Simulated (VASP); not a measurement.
## AlNi: single point with PBEsol

Crystal: AlNi.

```
Ni Al
1.0
     2.73943    0.00000    0.00000
     0.00000    2.73943    0.00000
     0.00000    0.00000    2.73943
Ni Al
1 1
Direct
  0.50000 0.50000 0.50000
  0.00000 0.00000 0.00000
```

* Program: VASP 6.6.1
* Task: single point
* Functional: PBEsol
* Potentials or basis: VASP PAW PBE potentials, release 64 (Ni, Al)
* Cutoff: 520 eV
* k mesh: 9 × 9 × 9
* Occupations: fermi-dirac, width 0.05 eV
* Spin: collinear spin, ferromagnetic start
* Starting moments: [1.0, 0.0] μB

The pressure is 30.2 GPa, the net moment is 0.00 μB per cell and the valence electrons inside the program's atomic spheres are Ni 9.78; Al 0.89.

Levels at points of the mesh, in eV from the Fermi level:
Spin up:
| k point | band 4 | band 5 | band 6 | band 7 | band 8 | band 9 |
| --- | --- | --- | --- | --- | --- | --- |
| (0.00, 0.00, 0.00) | -1.96 | -1.96 | -1.96 | 6.12 | 6.12 | 6.12 |
Spin down:
```tsv
k point	band 3	band 4	band 5	band 6	band 7	band 8	band 9	band 10
(0.00, 0.00, 0.00)	-4.12	-1.96	-1.96	-1.96	6.12	6.12	6.12	8.58
```

Run time: 47 s on 1 thread of AMD EPYC 7R13, on a shared host, peak memory 0.11 GiB.

Caveat: the PAW data sets were made with another functional, which shifts forces and pressure a little.
